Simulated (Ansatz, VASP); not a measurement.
# WSe2: VASP beside Ansatz

```
Se W
1.0
     3.27115    0.00000    0.00000
    -1.63558    2.83290    0.00000
     0.00000    0.00000   71.23051
Se W
18 9
Direct
  0.33333 0.66667 0.10529
  0.33333 0.66667 0.15229
  0.66667 0.33333 0.19809
  0.66667 0.33333 0.24509
  0.33333 0.66667 0.29090
  0.33333 0.66667 0.33790
  0.66667 0.33333 0.38370
  0.66667 0.33333 0.43070
  0.33333 0.66667 0.47650
  0.33333 0.66667 0.52350
  0.66667 0.33333 0.56930
  0.66667 0.33333 0.61630
  0.33333 0.66667 0.66210
  0.33333 0.66667 0.70910
  0.66667 0.33333 0.75491
  0.66667 0.33333 0.80191
  0.33333 0.66667 0.84771
  0.33333 0.66667 0.89471
  0.66667 0.33333 0.12879
  0.33333 0.66667 0.22159
  0.66667 0.33333 0.31440
  0.33333 0.66667 0.40720
  0.66667 0.33333 0.50000
  0.33333 0.66667 0.59280
  0.66667 0.33333 0.68560
  0.33333 0.66667 0.77841
  0.66667 0.33333 0.87121
```

Alike in both runs: task single point; functional PBEsol; k mesh 9 × 9 × 1; occupations gaussian, width 0.05 eV; no spin polarisation.

```csv
,VASP,Ansatz
version,VASP 6.6.1,Ansatz 0.2.0
potentials or method,"VASP PAW PBE potentials, release 64 (Se, W_sv), cutoff 520 eV","scalar-relativistic, plane waves, PAW"
valence electrons in the cell,234,414
```

|  | VASP | Ansatz | Ansatz less VASP |
| --- | --- | --- | --- |
| gap on the k mesh at the Fermi level (eV) | 1.16 | 1.17 | +0.005 |
| least direct gap on the mesh (eV) | 1.60 | 1.60 | +0.003 |
| rms of the force components (eV/Å) | 0.030 | 0.007 | -0.0223 |

VASP's potentials were made for PBE, not for PBEsol. VASP's potentials hold 234 valence electrons a cell and Ansatz's 414, so a difference there can come from the potentials and not from the codes.

Neither program's run includes spin-orbit coupling.
